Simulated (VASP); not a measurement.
# Ga (P2_1/m) in VASP: settings compared

Aim: see how the results for Ga move with the level of theory and the settings. Levels: PBE0, HSE06, PBE-based screened hybrid with 25 % exact exchange, B3LYP. Tasks: single point.

All numbers are computed with VASP 6.6.1; they aren't measurements. Logs are shortened: lines on timing, memory, paths and dates and some standing lists are left out, and cuts for length are marked.

### Step 1. The cell of the first run

It takes space group P2_1/m (No. 11, monoclinic). The conventional cell has a = 2.741 Å, b = 3.237 Å, c = 4.153 Å, α = 90.00°, β = 108.61°, γ = 90.00°. Within 3.5 Å of Ga (site symmetry m) lie 10 Ga at 2.67 to 3.24 Å.

### Step 2. Single point, PBE0

The input, POSCAR:

```
Ga
1.0
    2.7408712373      0.0000000000      0.0000000000
    0.0000000000      3.2372572885      0.0000000000
   -1.3252743986      0.0000000000      3.9363439549
Ga
2
Direct
    0.1345962700      0.7500000000      0.7701668300
    0.8654037300      0.2500000000      0.2298331700
```

The input, INCAR.step1:

```
SYSTEM = Ga
PREC = Accurate ; ENCUT = 520
EDIFF = 1E-5 ; ISMEAR = -1
SIGMA = 0.05 ; LREAL = .FALSE.
LASPH = .TRUE. ; NELM = 80
ALGO = Normal ; ISIF = 2
LWAVE = .TRUE. ; LCHARG = .FALSE.
GGA = PE ; NBANDS = 20
```

The input, INCAR.step2:

```
SYSTEM = Ga
PREC = Accurate ; ENCUT = 520
EDIFF = 1E-6 ; ISMEAR = -1
SIGMA = 0.05 ; LREAL = .FALSE.
LASPH = .TRUE. ; NELM = 80
ALGO = Normal ; ISIF = 2
LWAVE = .FALSE. ; LCHARG = .FALSE.
GGA = PE ; LHFCALC = .TRUE.
AEXX = 0.25 ; PRECFOCK = Normal
ISTART = 1 ; NBANDS = 20
```

The input, KPOINTS:

```
regular mesh
0
G
  6 4 4
  0 0 0
```

Potentials or basis: VASP PAW PBE potentials, release 64 (Ga_d).

Started as:

```
cat potpaw_PBE.64/Ga_d/POTCAR > POTCAR
cp INCAR.step1 INCAR
mpirun -np 1 vasp_std > vasp.out
cp INCAR.step2 INCAR
mpirun -np 1 vasp_std > vasp.out
```

OUTCAR:

```text
SYSTEM = Ga
   PREC = Accurate
   ENCUT = 520
   EDIFF = 1E-6
   ISMEAR = -1
   LREAL = .FALSE.
   LASPH = .TRUE.
   NELM = 80
   ISIF = 2
   GGA = PE
   LHFCALC = .TRUE.
   AEXX = 0.25
   PRECFOCK = Normal
   ISTART = 1

 ion  position               nearest neighbor table
   1  0.135  0.750  0.770-   2 2.67   2 2.67   2 2.78   2 2.78   2 2.80   2 2.80
   2  0.865  0.250  0.230-   1 2.67   1 2.67   1 2.78   1 2.78   1 2.80   1 2.80

  LATTYP: Found a simple monoclinic cell.
 ALAT       =     2.7408712373
 B/A-ratio  =     1.1811052064
 C/A-ratio  =     1.5153762184
 COS(beta)  =    -0.3190778872

  Lattice vectors:

 A1 = (   2.7408712373,   0.0000000000,   0.0000000000)
 A2 = (   0.0000000000,   3.2372572885,   0.0000000000)
 A3 = (  -1.3252743986,   0.0000000000,   3.9363439549)

Analysis of symmetry for initial positions (statically):
=====================================================================
 Subroutine PRICEL returns:
 Original cell was already a primitive cell.

 Routine SETGRP: Setting up the symmetry group for a
 simple monoclinic supercell.

 Subroutine GETGRP returns: Found  4 space group operations
 (whereof  2 operations were pure point group operations)
 out of a pool of  4 trial point group operations.

The static configuration has the point symmetry S_2 .
 The point group associated with its full space group is C_2h.

Analysis of symmetry for dynamics (positions and initial velocities):
=====================================================================
 Subroutine PRICEL returns:
 Original cell was already a primitive cell.

 Routine SETGRP: Setting up the symmetry group for a
 simple monoclinic supercell.

 Subroutine GETGRP returns: Found  4 space group operations
 (whereof  2 operations were pure point group operations)
 out of a pool of  4 trial point group operations.

The dynamic configuration has the point symmetry S_2 .
 The point group associated with its full space group is C_2h.

 Subroutine INISYM returns: Found  4 space group operations
 (whereof  2 operations are pure point group operations),
 and found     1 'primitive' translations

----------------------------------------------------------------------------------------

                                     Primitive cell

  volume of cell :      34.9268

  direct lattice vectors                    reciprocal lattice vectors
     2.740871237  0.000000000  0.000000000     0.364847493  0.000000000  0.122835567
     0.000000000  3.237257288  0.000000000     0.000000000  0.308903467  0.000000000
    -1.325274399  0.000000000  3.936343955     0.000000000  0.000000000  0.254042841

  length of vectors
     2.740871237  3.237257288  4.153451091     0.384970479  0.308903467  0.254042841

  position of ions in fractional coordinates (direct lattice)
     0.134596270  0.750000000  0.770166830
     0.865403730  0.250000000  0.229833170

  ion indices of the primitive-cell ions
   primitive index   ion index
                 1           1
                 2           2

----------------------------------------------------------------------------------------

 KPOINTS: regular mesh

Automatic generation of k-mesh.
 Grid dimensions read from file:
 generate k-points for:    6    4    4

 Generating k-lattice:

  Cartesian coordinates                     Fractional coordinates (reciprocal lattice)
     0.060807916  0.000000000  0.020472595     0.166666667  0.000000000 -0.000000000
     0.000000000  0.077225867  0.000000000     0.000000000  0.250000000  0.000000000
     0.000000000  0.000000000  0.063510710     0.000000000  0.000000000  0.250000000

  Length of vectors
     0.064161747  0.077225867  0.063510710

  Shift w.r.t. Gamma in fractional coordinates (k-lattice)
     0.000000000  0.000000000  0.000000000

 Subroutine IBZKPT returns following result:
 ===========================================

 Found     42 irreducible k-points:

 Following reciprocal coordinates:
            Coordinates               Weight
  0.000000  0.000000  0.000000      1.000000
  0.166667  0.000000  0.000000      2.000000
  0.333333  0.000000  0.000000      2.000000
  0.500000  0.000000  0.000000      1.000000
  0.000000  0.250000  0.000000      2.000000
  0.166667  0.250000  0.000000      4.000000
[... 16 lines left out ...]
 -0.333333  0.250000  0.250000      4.000000
 -0.166667  0.250000  0.250000      4.000000
 [... further k-points ...]
   k-points           NKPTS =     42   k-points in BZ     NKDIM =     96   number of bands    NBANDS=     20
   number of dos      NEDOS =    301   number of ions     NIONS =      2
   total plane-waves  NPLWV =  15360
   dimension x,y,z NGX =    20 NGY =   24 NGZ =   32
   dimension x,y,z NGXF=    40 NGYF=   48 NGZF=   64
   ions per type =               2
   NGX,Y,Z   is equivalent  to a cutoff of  12.13, 12.32, 12.81 a.u.
   NGXF,Y,Z  is equivalent  to a cutoff of  24.26, 24.65, 25.62 a.u.
 SYSTEM =  Ga
   PREC   = accura    normal or accurate (medium, high low for compatibility)
   ISTART =      1    job   : 0-new  1-cont  2-samecut
   ICHARG =      0    charge: 1-file 2-atom 10-const
   ISPIN  =      1    spin polarized calculation?
   LNONCOLLINEAR =      F non collinear calculations
   LSORBIT =      F    spin-orbit coupling
   LASPH  =      T    aspherical Exc in radial PAW
   ENCUT  =  520.0 eV  38.22 Ry    6.18 a.u.   5.10  6.02  7.72*2*pi/ulx,y,z
   NELM   =     80;   NELMIN=  2; NELMDL=  0     # of ELM steps
   EDIFF  = 0.1E-05   stopping-criterion for ELM
   LREAL  =      F    real-space projection
   EDIFFG = 0.1E-04   stopping-criterion for IOM
   NSW    =      0    number of steps for IOM
   IBRION =     -1    ionic relax: 0-MD 1-quasi-New 2-CG
   NFREE  =      0    steps in history (QN), initial steepest desc. (CG)
   ISIF   =      2    stress and relaxation
   ISYM   =      3    0-nonsym 1-usesym 2-fastsym
   POTIM  = 0.5000    time-step for ionic-motion
   TEBEG  =    0.0;   TEEND  =   0.0 temperature during run
   PSTRESS=    0.0 pullay stress
   NELECT =      26.0000    total number of electrons
   NUPDOWN=      -1.0000    fix difference up-down
   EMIN   =  10.00;   EMAX   =-10.00  energy-range for DOS
   EFERMI =   0.00;   METHOD = LEGACY
   ISMEAR =    -1;   SIGMA  =   0.05  broadening in eV -4-tet -1-fermi 0-gaus
   EFERMI_NEDOS =   21; number of points for ismear=-14 and -15
   IALGO  =     38    algorithm
   IMIX   =      1    mixing-type and parameters
     AMIX     =   0.40;   BMIX     =  1.00
     AMIX_MAG =   1.60;   BMIX_MAG =  1.00
  volume/ion in A,a.u.               =      17.46       117.85
  Fermi-wavevector in a.u.,A,eV,Ry     =   1.483701  2.803788 29.951429  2.201368
  Thomas-Fermi vector in A             =   2.597330
   LORBIT       =      0    0 simple, 1 ext, 2 COOP (PROOUT), +10 PAW based schemes
   GGA     = PE    functional components
   LHFCALC =     T    Hartree Fock is set to
   PRECFOCK=normal    Normal, Fast or Accurate (Low or Medium for compatibility)
   ENCUT4O =  -1.0   cutoff for four orbital integrals eV
   NKREDX  =     1    reduce k-point grid by
   NKREDY  =     1    reduce k-point grid by
   NKREDZ  =     1    reduce k-point grid by
   AEXX    =    0.2500 exact exchange contribution
   HFSCREEN=    0.0000 screening length (either q_TF or 0.3 A-1)
   HFSCREENC=   0.0000 screening length for correlation (either q_TF or 0.3 A-1)
   ENCUTFOCK=  -1.0 apply spherical cutoff to Coloumb kernel
   IVDW    =     0    specifies the selected vdW correction
   LEPSILON=     F    determine dielectric tensor
   LRPA    =     F    only Hartree local field effects (RPA)
 non-spin polarized calculation
  energy-cutoff  :      520.00
  volume of cell :       34.93
 maximum number of plane-waves:       952
  NGX = 16; NGY = 20; NGZ = 24

 number of electron      26.0000029 magnetization

 Free energy of the ion-electron system (eV)
  ---------------------------------------------------
  ext. energy  EPLUGINS =         0.00000000
  ---------------------------------------------------
  free energy    TOTEN  =        -7.29251432 eV

  energy without entropy =       -7.29106096  energy(sigma->0) =       -7.29178764

 E-fermi :   5.9914     XC(G=0):  -8.9282

 val. band max:        5.9912587565   @ k =   0.0000   0.2500   0.5000
 cond. band min:       6.7862303521   @ k =   0.5000   0.0000   0.5000
 fundamental gap:      0.7949715956
 Fermi energy:         5.9913535649

 k-point     1 :       0.0000    0.0000    0.0000
  band No.  band energies     occupation
      1     -12.3585      2.00000
      2     -12.3517      2.00000
      3     -12.2762      2.00000
      4     -12.2723      2.00000
      5     -11.9877      2.00000
      6     -11.9874      2.00000
[... 12 lines left out ...]
     19      19.0894      0.00000
     20      20.6829      0.00000

 k-point     2 :       0.1667    0.0000    0.0000
  band No.  band energies     occupation
      1     -12.3307      2.00000
      2     -12.3168      2.00000
      3     -12.2275      2.00000
      4     -12.1601      2.00000
      5     -12.0374      2.00000
      6     -12.0268      2.00000
[... 12 lines left out ...]
     19      19.6048      0.00000
     20      22.9572      0.00000

 k-point     3 :       0.3333    0.0000    0.0000
  band No.  band energies     occupation
      1     -12.2946      2.00000
      2     -12.2594      2.00000
      3     -12.1594      2.00000
      4     -12.1419      2.00000
      5     -12.1389      2.00000
      6     -12.0006      2.00000
[... 12 lines left out ...]
     19      20.0634      0.00000
     20      21.0407      0.00000

 k-point     4 :       0.5000    0.0000    0.0000
  band No.  band energies     occupation
      1     -12.2799      2.00000
      2     -12.2709      2.00000
      3     -12.1995      2.00000
      4     -12.1579      2.00000
      5     -12.1459      2.00000
      6     -12.0059      2.00000
[... 429 lines left out ...]
 k-point    23 :      -0.3333    0.2500    0.2500
  band No.  band energies     occupation
      1     -12.3150      2.00000
      2     -12.2382      2.00000
      3     -12.1995      2.00000
      4     -12.1590      2.00000
      5     -12.1014      2.00000
      6     -12.0043      2.00000
[... 12 lines left out ...]
     19      16.7615      0.00000
     20      18.8634      0.00000

 k-point    24 :      -0.1667    0.2500    0.2500
  band No.  band energies     occupation
      1     -12.3220      2.00000
      2     -12.2324      2.00000
      3     -12.2041      2.00000
      4     -12.1286      2.00000
      5     -12.1145      2.00000
      6     -12.0546      2.00000
[... 12 lines left out ...]
     19      19.6652      0.00000
     20      20.5946      0.00000

 [... further k-points ...]

------------------------ aborting loop because EDIFF is reached ----------------------------------------

  FORCE on cell =-STRESS in cart. coord.  units (eV):
  Direction    XX          YY          ZZ          XY          YZ          ZX
  --------------------------------------------------------------------------------------
  -------------------------------------------------------------------------------------
  Total        0.6976893      0.4730083      0.5508848      0.0000000      0.0000000      0.0098789
  in kB       32.0046980     21.6980383     25.2704234      0.0000000      0.0000000      0.4531697
  external PRESSURE =      26.3243866 kB  Pullay stress =       0.0000000 kB

 VOLUME and BASIS-vectors are now :
 -----------------------------------------------------------------------------
  energy-cutoff  :      520.00
  volume of cell :       34.93
      direct lattice vectors                 reciprocal lattice vectors
     2.740871237  0.000000000  0.000000000     0.364847493  0.000000000  0.122835567
     0.000000000  3.237257288  0.000000000     0.000000000  0.308903467  0.000000000
    -1.325274399  0.000000000  3.936343955     0.000000000  0.000000000  0.254042841

 POSITION                                       TOTAL-FORCE (eV/Angst)
 -----------------------------------------------------------------------------------
     -0.65177      2.42794      3.03164        -0.022890      0.000000      0.150994
      2.06737      0.80931      0.90470         0.022890     -0.000000     -0.150994
 -----------------------------------------------------------------------------------
    total drift:                                0.000001      0.000000     -0.000000

  FREE ENERGIE OF THE ION-ELECTRON SYSTEM (eV)
  ---------------------------------------------------
  free  energy   TOTEN  =        -7.2925143158 eV

  energy  without entropy=       -7.2910609597  energy(sigma->0) =       -7.29178764
```

Run time: 61 min. Hardware: 1 thread of Intel Xeon Platinum 8259CL at 2.50GHz (Skylake/Cascade Lake), shared host; peak memory 0.18 GiB.

Results:

| Item | Value |
| --- | --- |
| Free energy | -7.2925 eV |
| Pressure | 2.6 GPa |
| Largest force | 0.153 eV/Å |
| Band gap on the k mesh | zero (bands 13 and 14 overlap by 10.64 eV) |

Forces in eV/Å, atoms in the order of the input:
```
Ga  -0.023  0.000  0.151
Ga   0.023  0.000 -0.151
```

Stress tensor (GPa, compression positive):
```
3.20 0.00 0.05
0.00 2.17 0.00
0.05 0.00 2.53
```

Caveat: the k points lie up to 0.49 Å⁻¹ apart, too coarse for converged energies and pressures of a metal; the PAW data sets were made with another functional, which shifts forces and pressure a little.

### Step 3. Single point, HSE06

This run uses another cell than the first one, of 18.71 Å³/atom.

The input, POSCAR:

```
Ga
1.0
    2.8148575484      0.0000000000     -0.0011133259
    0.0000000000      3.3925000199      0.0000000000
   -1.3626474046      0.0000000000      3.9183946057
Ga
2
Direct
    0.1471244222      0.7500000000      0.7711906607
    0.8528755778      0.2500000000      0.2288093393
```

The input, INCAR.step1:

```
SYSTEM = Ga
ALGO = Normal ; EDIFF = 1E-5
ENCUT = 520 ; GGA = PE
ISIF = 2 ; ISMEAR = -1
LASPH = .TRUE. ; LCHARG = .FALSE.
LREAL = .FALSE. ; LWAVE = .TRUE.
NBANDS = 20 ; NELM = 80
PREC = Accurate ; SIGMA = 0.05
```

The input, INCAR.step2:

```
SYSTEM = Ga
ALGO = Normal ; EDIFF = 1E-7
ENCUT = 520 ; GGA = PE
HFSCREEN = 0.2079 ; ISIF = 2
ISMEAR = -1 ; ISTART = 1
LASPH = .TRUE. ; LCHARG = .FALSE.
LHFCALC = .TRUE. ; LREAL = .FALSE.
LWAVE = .FALSE. ; NBANDS = 20
NELM = 80 ; PREC = Accurate
PRECFOCK = Normal ; SIGMA = 0.05
```

The input, KPOINTS:

```
k-points
0
G
  5 4 4
  0 0 0
```

Potentials or basis: VASP PAW PBE potentials, release 64 (Ga_d).

Started as:

```
cat potpaw_PBE.64/Ga_d/POTCAR > POTCAR
cp INCAR.step1 INCAR
mpirun -np 1 vasp_std > vasp.out
cp INCAR.step2 INCAR
mpirun -np 1 vasp_std > vasp.out
```

Run time: 49 min. Hardware: 1 thread of Intel Xeon Platinum 8259CL at 2.50GHz (Skylake/Cascade Lake), shared host; peak memory 0.28 GiB.

The run converged. Its results:

```yaml
Free_energy: -6.7265 eV
Pressure: 0.2 GPa
Band_gap_on_the_k_mesh: zero (bands 13 and 14 overlap by 8.79 eV)
```

Levels at points of the mesh, in eV from the Fermi level:
| k point | band 9 | band 10 | band 11 | band 12 | band 13 | band 14 | band 15 | band 16 | band 17 | band 18 |
| --- | --- | --- | --- | --- | --- | --- | --- | --- | --- | --- |
| (0.00, 0.00, 0.00) | -17.57 | -17.45 | -12.55 | -1.82 | -0.92 | 1.51 | 5.46 | 9.93 | 11.15 | 11.50 |
| (0.00, 0.50, 0.00) | -17.52 | -17.52 | -8.82 | -8.82 | 2.27 | 2.27 | 3.59 | 3.59 | 12.25 | 12.25 |
| (0.00, 0.00, 0.50) | -17.55 | -17.52 | -10.21 | -9.23 | 4.00 | 5.15 | 6.19 | 6.60 | 7.77 | 11.26 |
| (0.00, 0.50, 0.50) | -17.59 | -17.59 | -6.69 | -6.69 | -4.79 | -4.79 | 11.28 | 11.28 | 13.60 | 13.60 |

Caveat: the k points lie up to 0.47 Å⁻¹ apart, too coarse for converged energies and pressures of a metal; the PAW data sets were made with another functional, which shifts forces and pressure a little.

### Step 4. Single point, PBE-based screened hybrid with 25 % exact exchange

This run uses another cell than the first one, of 18.80 Å³/atom.

The input, POSCAR:

```
Ga
1.0
    2.8198766347      0.0000000000     -0.0003986943
    0.0000000000      3.3990027990      0.0000000000
   -1.3640479195      0.0000000000      3.9227249680
Ga
2
Direct
    0.1472439890      0.7500000000      0.7712114406
    0.8527560110      0.2500000000      0.2287885594
```

The input, INCAR.step1:

```
ALGO     = Normal         # electronic algorithm
EDIFF    = 1E-5           # SCF threshold, eV
ENCUT    = 520            # plane-wave cutoff, eV
GGA      = PE             # functional
ISIF     = 2              # what is computed and relaxed
ISMEAR   = -1             # smearing method
LASPH    = True           # aspherical terms in the spheres
LCHARG   = False          # write CHGCAR
LREAL    = False          # projectors in reciprocal space
LWAVE    = True           # write WAVECAR
NBANDS   = 20             # bands
NELM     = 80             # most SCF steps
PREC     = Accurate       # precision mode
SIGMA    = 0.05           # smearing width, eV
```

The input, INCAR.step2:

```
AEXX     = 0.25           # exact-exchange fraction
ALGO     = Normal         # electronic algorithm
EDIFF    = 1E-7           # SCF threshold, eV
ENCUT    = 520            # plane-wave cutoff, eV
GGA      = PE             # functional
HFSCREEN = 0.3            # screening, 1/A
ISIF     = 2              # what is computed and relaxed
ISMEAR   = -1             # smearing method
ISTART   = 1            
LASPH    = True           # aspherical terms in the spheres
LCHARG   = False          # write CHGCAR
LHFCALC  = True           # exact exchange
LREAL    = False          # projectors in reciprocal space
LWAVE    = False          # write WAVECAR
NBANDS   = 20             # bands
NELM     = 80             # most SCF steps
PREC     = Accurate       # precision mode
PRECFOCK = Normal       
SIGMA    = 0.05           # smearing width, eV
```

The input, KPOINTS:

```
k-points
0
Gamma
  5 4 4
```

Started as:

```
cat potpaw_PBE.64/Ga_d/POTCAR > POTCAR
cp INCAR.step1 INCAR
mpirun -np 1 vasp_std > vasp.out
cp INCAR.step2 INCAR
mpirun -np 1 vasp_std > vasp.out
```

Run time: 61 min. Hardware: 1 thread of Oxide Virtual Turin-like, shared host; peak memory 0.24 GiB.

The run converged. Its results:

| Item | Value |
| --- | --- |
| Free energy | -6.5604 eV |
| Pressure | 0.2 GPa |
| Band gap on the k mesh | zero (bands 13 and 14 overlap by 8.52 eV) |

Levels at points of the mesh, in eV from the Fermi level:
| k point | band 10 | band 11 | band 12 | band 13 | band 14 | band 15 | band 16 | band 17 |
| --- | --- | --- | --- | --- | --- | --- | --- | --- |
| (0.00, 0.00, 0.00) | -17.27 | -12.30 | -1.72 | -0.93 | 1.44 | 5.36 | 9.73 | 10.95 |
| (0.00, 0.50, 0.00) | -17.34 | -8.60 | -8.60 | 2.22 | 2.22 | 3.49 | 3.49 | 12.03 |
| (0.00, 0.00, 0.50) | -17.34 | -9.97 | -9.00 | 3.90 | 5.02 | 6.05 | 6.45 | 7.59 |
| (0.00, 0.50, 0.50) | -17.41 | -6.52 | -6.52 | -4.62 | -4.62 | 11.07 | 11.07 | 13.39 |

Caveat: the k points lie up to 0.47 Å⁻¹ apart, too coarse for converged energies and pressures of a metal; the PAW data sets were made with another functional, which shifts forces and pressure a little.

(Continued in part 2 of 2.)

The gap in the log of VASP goes by the Fermi energy; the results here count the filled bands.